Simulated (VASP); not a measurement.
Input of a VASP 6.6.1 run:

File INCAR:

```
ALGO     = Normal         # electronic algorithm
EDIFF    = 1E-6           # SCF threshold, eV
ENCUT    = 520            # plane-wave cutoff, eV
GGA      = PE             # functional
ISIF     = 2              # what is computed and relaxed
ISMEAR   = -1             # smearing method
LASPH    = True           # aspherical terms in the spheres
LCHARG   = False          # write CHGCAR
LREAL    = False          # projectors in reciprocal space
LWAVE    = False          # write WAVECAR
NBANDS   = 12             # bands
NELM     = 60             # most SCF steps
PREC     = Accurate       # precision mode
SIGMA    = 0.03           # smearing width, eV
```

The input KPOINTS:

```
k-points
0
Gamma
  18 18 18
```

File POSCAR:

```
Tc
1.0
    0.0000000000      1.9336126706      1.9336126706
    1.9336126706      0.0000000000      1.9336126706
    1.9336126706      1.9336126706      0.0000000000
Tc
1
Direct
    0.0000000000      0.0000000000      0.0000000000
```

Potentials or basis: VASP PAW PBE potentials, release 64 (Tc_pv).

Run with:

```console
$ cat potpaw_PBE.64/Tc_pv/POTCAR > POTCAR
$ mpirun -np 1 vasp_std > vasp.out
```

(1) What does it give for the pressure?

Results:

(1) 0.4 GPa.
